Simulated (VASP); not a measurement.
Wanted: the native input for a VASP 6.6.1 run.

```
Task                   : single point
Functional             : PBE
Potentials or basis    : VASP PAW PBE potentials, release 64 (Hf_pv, O)
Cutoff                 : 520 eV
k mesh                 : 6 × 6 × 4
Occupations            : gaussian, width 0.05 eV
Spin                   : no spin polarisation
Dipole correction      : no
Further INCAR settings : ALGO = Normal; EDIFF = 1e-06; NBANDS = 31
```

The structure of HfO2 lies in POSCAR:

```
HfO2
1.0
    3.6043047840      0.0000000000      0.0000000000
    0.0000000000      3.6043047840      0.0000000000
    0.0000000000      0.0000000000      5.2639672632
Hf O
2 4
Direct
    0.5196183959      0.4803816041      0.5000000000
    0.0000000000      0.0000000000      0.0000000000
    0.0000000000      0.5000000000      0.6932520948
    0.5000000000      0.0000000000      0.8067479052
    0.5000000000      0.0000000000      0.3067479052
    0.0000000000      0.5000000000      0.1932520948
```

This cell differs from its parent crystal: atom 1 (Hf) moved +0.100 Å along Cartesian [1 -1 0].

These files were run (other wordings do the same):

INCAR

```
ALGO = Normal
EDIFF = 1E-6
ENCUT = 520
GGA = PE
ISIF = 2
ISMEAR = 0
LASPH = T
LCHARG = F
LREAL = F
LWAVE = F
NBANDS = 31
NELM = 60
PREC = Accurate
SIGMA = 0.05
```

KPOINTS

```
k-points
0
Gamma
  6 6 4
```

Potentials or basis: VASP PAW PBE potentials, release 64 (Hf_pv, O).

The run is started by

```console
$ cat potpaw_PBE.64/Hf_pv/POTCAR potpaw_PBE.64/O/POTCAR > POTCAR
$ mpirun -np 1 vasp_std > vasp.out
```

It gave:

```json
{
  "Pressure": "-2.5 GPa",
  "Largest force": "0.970 eV/Å",
  "Band gap on the k mesh": "4.67 eV, indirect (least direct gap 4.74 eV)"
}
```

Caveat: the cell differs from its parent crystal (atom 1 (Hf) moved +0.100 Å along Cartesian [1 -1 0]); spin-orbit coupling is left out, which moves the levels of the heavy elements.

It took 50 s on 1 thread of Intel(R) Xeon(R) 6975P-C (Granite Rapids) (shared host), peak memory 0.22 GiB.
